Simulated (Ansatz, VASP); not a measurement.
# Sb: VASP beside Ansatz

```
Sb
1.0
     3.31739    0.00000    0.00000
    -1.65869    2.87294    0.00000
     0.00000    0.00000   11.38305
Sb
4
Direct
  0.00000 0.00000 0.00000
  0.00000 0.00000 0.50000
  0.33333 0.66667 0.25000
  0.66667 0.33333 0.75000
```

Alike in both runs: task single point; functional r2SCAN; k mesh 12 × 12 × 3; occupations fermi-dirac, width 0.1 eV; no spin polarisation.

|  | VASP | Ansatz |
| --- | --- | --- |
| version | VASP 6.6.1 | Ansatz 0.2.0 |
| potentials or method | VASP PAW PBE potentials, release 64 (Sb), cutoff 520 eV | plane waves (500 eV) with PAW, scalar-relativistic |
| valence electrons in the cell | 20 | 60 |

```tsv
	VASP	Ansatz	Ansatz less VASP
pressure (GPa)	0.2	0.3	+0.11
traceless stress, the component that is largest in VASP (GPa)	-0.52	-0.51	+0.012
```

VASP's potentials were made for PBE, not for r2SCAN. VASP's potentials hold 20 valence electrons a cell and Ansatz's 60, so a difference there can come from the potentials and not from the codes.

Neither program's run includes spin-orbit coupling.
